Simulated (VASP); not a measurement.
# Na2Cl3 (P4/mmm) in VASP: notebook, part 2 of 2

VASP 6.6.1. Earlier steps stand in the parts before.

**5. Relaxation of cell and atoms, PBE**

This run uses another cell than the first one, of 25.34 Å³/atom, 0.698 times its volume.

The input, INCAR:

```
SYSTEM = Na2Cl3
PREC = Accurate
ENCUT = 600
EDIFF = 1E-6
ISMEAR = 0
SIGMA = 0.1
LREAL = .FALSE.
LASPH = .TRUE.
NELM = 100
ALGO = Normal
ISIF = 3
LWAVE = .FALSE.
LCHARG = .FALSE.
GGA = PE
IBRION = 2
NSW = 90
EDIFFG = -0.04
```

The input, KPOINTS:

```
regular mesh
0
G
  4 4 4
  0 0 0
```

The input, POSCAR:

```
Na2Cl3
1.0
    4.2645204900      0.0000000000      0.0000000000
    0.0000000000      4.2645204900      0.0000000000
    0.0000000000      0.0000000000      6.9675402700
Na Cl
2 3
Direct
    0.0000000000      0.0000000000      0.6819930200
    0.0000000000      0.0000000000      0.3180069800
    0.0000000000      0.0000000000      0.0000000000
    0.0000000000      0.5000000000      0.5000000000
    0.5000000000      0.0000000000      0.5000000000
```

Potentials or basis: VASP PAW PBE potentials, release 64 (Na_pv, Cl).

Started as:

```bash
$ cat potpaw_PBE.64/Na_pv/POTCAR potpaw_PBE.64/Cl/POTCAR > POTCAR
$ mpirun -np 1 vasp_std > vasp.out
```

OUTCAR:

```text
SYSTEM = Na2Cl3
   PREC = Accurate
   ENCUT = 600
   EDIFF = 1E-6
   ISMEAR = 0
   LREAL = .FALSE.
   LASPH = .TRUE.
   NELM = 100
   ISIF = 3
   GGA = PE
   IBRION = 2
   NSW = 90
   EDIFFG = -0.04

 ion  position               nearest neighbor table
   1  0.000  0.000  0.682-   3 2.22   4 2.48   5 2.48   4 2.48   5 2.48   2 2.54
   2  0.000  0.000  0.318-   3 2.22   4 2.48   5 2.48   4 2.48   5 2.48   1 2.54
   3  0.000  0.000  0.000-   1 2.22   2 2.22
   4  0.000  0.500  0.500-   1 2.48   2 2.48   1 2.48   2 2.48
   5  0.500  0.000  0.500-   1 2.48   2 2.48   1 2.48   2 2.48

  LATTYP: Found a simple tetragonal cell.
 ALAT       =     4.2645204900
 C/A-ratio  =     1.6338390884

  Lattice vectors:

 A1 = (   4.2645204900,   0.0000000000,   0.0000000000)
 A2 = (   0.0000000000,   4.2645204900,   0.0000000000)
 A3 = (   0.0000000000,   0.0000000000,   6.9675402700)

Analysis of symmetry for initial positions (statically):
=====================================================================
 Subroutine PRICEL returns:
 Original cell was already a primitive cell.

 Routine SETGRP: Setting up the symmetry group for a
 simple tetragonal supercell.

 Subroutine GETGRP returns: Found 16 space group operations
 (whereof 16 operations were pure point group operations)
 out of a pool of 16 trial point group operations.

The static configuration has the point symmetry D_4h.

Analysis of symmetry for dynamics (positions and initial velocities):
=====================================================================
 Subroutine PRICEL returns:
 Original cell was already a primitive cell.

 Routine SETGRP: Setting up the symmetry group for a
 simple tetragonal supercell.

 Subroutine GETGRP returns: Found 16 space group operations
 (whereof 16 operations were pure point group operations)
 out of a pool of 16 trial point group operations.

The dynamic configuration has the point symmetry D_4h.

 Subroutine INISYM returns: Found 16 space group operations
 (whereof 16 operations are pure point group operations),
 and found     1 'primitive' translations

----------------------------------------------------------------------------------------

                                     Primitive cell

  volume of cell :     126.7126

  direct lattice vectors                    reciprocal lattice vectors
     4.264520490  0.000000000  0.000000000     0.234492952  0.000000000  0.000000000
     0.000000000  4.264520490  0.000000000     0.000000000  0.234492952  0.000000000
     0.000000000  0.000000000  6.967540270     0.000000000  0.000000000  0.143522672

  length of vectors
     4.264520490  4.264520490  6.967540270     0.234492952  0.234492952  0.143522672

  position of ions in fractional coordinates (direct lattice)
     0.000000000  0.000000000  0.681993020
     0.000000000  0.000000000  0.318006980
     0.000000000  0.000000000  0.000000000
     0.000000000  0.500000000  0.500000000
     0.500000000  0.000000000  0.500000000

  ion indices of the primitive-cell ions
   primitive index   ion index
                 1           1
                 2           2
                 3           3
                 4           4
                 5           5

----------------------------------------------------------------------------------------

[... 29 lines left out ...]
  0.250000  0.250000  0.000000      4.000000
  0.500000  0.250000  0.000000      4.000000
  0.500000  0.500000  0.000000      1.000000
[... 10 lines left out ...]
  0.500000  0.250000  0.500000      4.000000
  0.500000  0.500000  0.500000      1.000000
   k-points           NKPTS =     18   k-points in BZ     NKDIM =     18   number of bands    NBANDS=     21
   number of dos      NEDOS =    301   number of ions     NIONS =      5
   total plane-waves  NPLWV =  72576
   dimension x,y,z NGX =    36 NGY =   36 NGZ =   56
   dimension x,y,z NGXF=    72 NGYF=   72 NGZF=  112
   ions per type =               2   3
   NGX,Y,Z   is equivalent  to a cutoff of  14.03, 14.03, 13.36 a.u.
   NGXF,Y,Z  is equivalent  to a cutoff of  28.07, 28.07, 26.72 a.u.
 SYSTEM =  Na2Cl3
   PREC   = accura    normal or accurate (medium, high low for compatibility)
   ISTART =      0    job   : 0-new  1-cont  2-samecut
   ICHARG =      2    charge: 1-file 2-atom 10-const
   ISPIN  =      1    spin polarized calculation?
   LNONCOLLINEAR =      F non collinear calculations
   LSORBIT =      F    spin-orbit coupling
   LASPH  =      T    aspherical Exc in radial PAW
   ENCUT  =  600.0 eV  44.10 Ry    6.64 a.u.   8.52  8.52 13.92*2*pi/ulx,y,z
   NELM   =    100;   NELMIN=  2; NELMDL= -5     # of ELM steps
   EDIFF  = 0.1E-05   stopping-criterion for ELM
   LREAL  =      F    real-space projection
   EDIFFG = -.4E-01   stopping-criterion for IOM
   NSW    =     90    number of steps for IOM
   IBRION =      2    ionic relax: 0-MD 1-quasi-New 2-CG
   NFREE  =      1    steps in history (QN), initial steepest desc. (CG)
   ISIF   =      3    stress and relaxation
   ISYM   =      2    0-nonsym 1-usesym 2-fastsym
   POTIM  = 0.5000    time-step for ionic-motion
   TEBEG  =    0.0;   TEEND  =   0.0 temperature during run
   PSTRESS=    0.0 pullay stress
   NELECT =      35.0000    total number of electrons
   NUPDOWN=      -1.0000    fix difference up-down
   EMIN   =  10.00;   EMAX   =-10.00  energy-range for DOS
   EFERMI =   0.00;   METHOD = LEGACY
   ISMEAR =     0;   SIGMA  =   0.10  broadening in eV -4-tet -1-fermi 0-gaus
   EFERMI_NEDOS =   21; number of points for ismear=-14 and -15
   IALGO  =     38    algorithm
   IMIX   =      4    mixing-type and parameters
     AMIX     =   0.40;   BMIX     =  1.00
     AMIX_MAG =   1.60;   BMIX_MAG =  1.00
  volume/ion in A,a.u.               =      25.34       171.02
  Fermi-wavevector in a.u.,A,eV,Ry     =   1.066164  2.014759 15.465834  1.136707
  Thomas-Fermi vector in A             =   2.201740
   LORBIT       =      0    0 simple, 1 ext, 2 COOP (PROOUT), +10 PAW based schemes
   GGA     = PE    functional components
   LHFCALC =     F    Hartree Fock is set to
   AEXX    =    0.0000 exact exchange contribution
   IVDW    =     0    specifies the selected vdW correction
   LEPSILON=     F    determine dielectric tensor
   LRPA    =     F    only Hartree local field effects (RPA)
 conjugate gradient relaxation of ions
 non-spin polarized calculation
 Gauss-broadening in eV      SIGMA  =   0.10
  energy-cutoff  :      600.00
  volume of cell :      126.71
 maximum number of plane-waves:      4257
 NGX is ok and might be reduce to    36
   NGX = 17   NGY = 17   NGZ = 27

--------------------------------------- Ionic step        1  -------------------------------------------

 number of electron      35.0000001 magnetization

 Free energy of the ion-electron system (eV)
  ---------------------------------------------------
  ext. energy  EPLUGINS =         0.00000000
  ---------------------------------------------------
  free energy    TOTEN  =       -11.91988098 eV

  energy without entropy =      -11.88232919  energy(sigma->0) =      -11.90110508

------------------------ aborting loop because EDIFF is reached ----------------------------------------

  FORCE on cell =-STRESS in cart. coord.  units (eV):
  Direction    XX          YY          ZZ          XY          YZ          ZX
  --------------------------------------------------------------------------------------
  -------------------------------------------------------------------------------------
  Total        6.7462067      6.7462067     16.7415385      0.0000000      0.0000000      0.0000000
  in kB       85.3002550     85.3002550    211.6830335      0.0000000      0.0000000      0.0000000
  external PRESSURE =     127.4278478 kB  Pullay stress =       0.0000000 kB
[... 98 lines left out ...]
  FREE ENERGIE OF THE ION-ELECTRON SYSTEM (eV)
  ---------------------------------------------------
  free  energy   TOTEN  =       -13.7611001685 eV

  energy  without entropy=      -13.7141922613  energy(sigma->0) =      -13.73764621

[... ionic steps 4 to 7 ...]

--------------------------------------- Ionic step        8  -------------------------------------------

 number of electron      35.0000012 magnetization

------------------------ aborting loop because EDIFF is reached ----------------------------------------
[... 73 lines left out ...]
--------------------------------------- Ionic step       10  -------------------------------------------

 number of electron      34.9999998 magnetization

 Free energy of the ion-electron system (eV)
  ---------------------------------------------------
  ext. energy  EPLUGINS =         0.00000000
  ---------------------------------------------------
  free energy    TOTEN  =       -13.83762734 eV

  energy without entropy =      -13.79489265  energy(sigma->0) =      -13.81626000

 E-fermi :  -2.6214     XC(G=0):  -6.1599

 val. band max:       -2.6562621427   @ k =   0.5000   0.0000   0.0000
 cond. band min:      -2.5975990379   @ k =   0.5000   0.5000   0.5000
 fundamental gap:      0.0586631048
 Fermi energy:        -2.6214414921

 k-point     1 :       0.0000    0.0000    0.0000
  band No.  band energies     occupation
      1     -24.2379      2.00000
      2     -24.2379      2.00000
      3     -24.2340      2.00000
      4     -24.2340      2.00000
      5     -24.2290      2.00000
      6     -24.1961      2.00000
[... 453 lines left out ...]
  FREE ENERGIE OF THE ION-ELECTRON SYSTEM (eV)
  ---------------------------------------------------
  free  energy   TOTEN  =       -13.8376273424 eV

  energy  without entropy=      -13.7948926504  energy(sigma->0) =      -13.81626000

 reached required accuracy - stopping structural energy minimisation
```

OSZICAR:

```text
N       E                     dE             d eps       ncg     rms          rms(c)
DAV:   1     0.367893198799E+03    0.36789E+03   -0.18097E+04   756   0.179E+03
DAV:   2     0.286251337279E+02   -0.33927E+03   -0.32712E+03   914   0.423E+02
DAV:   3    -0.109688902955E+02   -0.39594E+02   -0.38992E+02   867   0.143E+02
[... 130 lines left out ...]
DAV:   8    -0.138381205139E+02    0.27113E-03   -0.37625E-04   791   0.114E-01    0.226E-01
DAV:   9    -0.138379650482E+02    0.15547E-03   -0.27408E-04   902   0.873E-02    0.177E-01
DAV:  10    -0.138376762618E+02    0.28879E-03   -0.24783E-05   821   0.315E-02    0.690E-02
DAV:  11    -0.138376277903E+02    0.48471E-04   -0.96520E-06   957   0.168E-02    0.113E-02
DAV:  12    -0.138376273424E+02    0.44791E-06   -0.48435E-07   519   0.501E-03
  10 F= -.13837627E+02 E0= -.13816260E+02  d E =-.135390E-01
```

CONTCAR:

```text
Na2Cl3
   1.00000000000000
     4.5973566447917467   -0.0000000000000000    0.0000000000000000
    -0.0000000000000000    4.5973566447917467   -0.0000000000000000
     0.0000000000000000    0.0000000000000000    8.5498018227197754
  Na              Cl
     2     3
Direct
     1.0000000000000000    1.0000000000000000    0.6984737810226320
     0.0000000000000000    0.0000000000000000    0.3015262189773682
     0.0000000000000000    0.0000000000000000    0.0000000000000000
     0.0000000000000000    0.5000000000000000    0.5000000000000000
     0.5000000000000000    0.0000000000000000    0.5000000000000000

  0.00000000E+00  0.00000000E+00  0.00000000E+00
  0.00000000E+00  0.00000000E+00  0.00000000E+00
  0.00000000E+00  0.00000000E+00  0.00000000E+00
  0.00000000E+00  0.00000000E+00  0.00000000E+00
  0.00000000E+00  0.00000000E+00  0.00000000E+00
```

Wall time 7 min (1 thread of Intel Xeon Platinum 8259CL at 2.50GHz (Skylake/Cascade Lake), shared host); peak memory 0.27 GiB.

What came out:

```
Free energy                            : -13.8376 eV
Relaxed volume                         : 36.14 Å³/atom
Relaxed cell                           : a = 4.597 Å, b = 4.597 Å, c = 8.550 Å, α = 90.00°, β = 90.00°, γ = 90.00°
Space group after relaxing (to 0.05 Å) : P4/mmm (No. 123)
Energy gained by relaxing              : 383.5 meV/atom
Ionic steps                            : 10
Pressure after relaxing                : -0.1 GPa
Largest force after relaxing           : 0.005 eV/Å
```

Forces in eV/Å, atoms in the order of the input:
```
Na   0.000  0.000 -0.005
Na   0.000  0.000  0.005
Cl   0.000  0.000  0.000
Cl   0.000  0.000  0.000
Cl   0.000  0.000  0.000
```

The path:
```
step  energy change (eV)  largest force (eV/Å)  pressure (GPa)  volume (Å³)
   1              0.0000                0.0390           12.74       126.71
   2             -1.7727                0.5475            1.66       166.96
   3             -1.8412                0.5006            0.73       175.46
   4             -1.8345                0.3686           -0.57       193.24
   5             -1.8588                0.4434            0.02       183.81
   6             -1.8588                0.4519            0.12       182.54
   7             -1.8788                0.3560            0.02       183.40
   8             -1.9042                0.0496           -0.18       186.01
   9             -1.9108                0.0356           -0.15       184.39
  10             -1.9177                0.0054           -0.05       180.71
```

Final structure:
```
Na Cl
1.0
     4.59736    0.00000    0.00000
     0.00000    4.59736    0.00000
     0.00000    0.00000    8.54980
Na Cl
2 3
Cartesian
  4.5974 4.5974 5.9718
  0.0000 0.0000 2.5780
  0.0000 0.0000 0.0000
  0.0000 2.2987 4.2749
  2.2987 0.0000 4.2749
```

Caveat: the k points lie up to 0.34 Å⁻¹ apart in the final cell; the volume moved by over 15 % at a fixed basis, so the end points are rough; an odd number of electrons without spin polarisation forces a metal; a magnetic or distorted state may lie lower.

**6. Summary**

```tsv
task	cell	k mesh	cutoff (eV)	gap on the mesh (eV)	pressure (GPa)	relaxed volume (Å³/atom)	largest force (eV/Å)
single point	a = 4.610, b = 4.610, c = 8.541 Å, 5 atoms	8 × 8 × 6	520	none	0.0	-	-
relaxation of cell and atoms	relaxed from a = 4.589, b = 4.589, c = 8.526 Å, 5 atoms	8 × 8 × 6	600	none	0.0	36.29	0.01
single point	a = 4.589, b = 4.589, c = 8.526 Å, 5 atoms	4 × 4 × 4	520	none	0.1	-	0.01
relaxation of cell and atoms	relaxed from a = 4.265, b = 4.265, c = 6.968 Å, 5 atoms	4 × 4 × 4	600	none	-0.1	36.14	0.01
```

Alike in all rows: level PBE; potentials or basis VASP PAW PBE potentials, release 64 (Na_pv, Cl); no spin polarisation; smearing gaussian 0.1 eV.

Caveats: some runs use coarse meshes; an odd number of electrons without spin polarisation forces a metal; a magnetic or distorted state may lie lower; the volume moved by over 15 % at a fixed basis, so the end points are rough (some runs).

Total energies depend on the potentials used, so only differences within one code and one set of settings carry meaning.
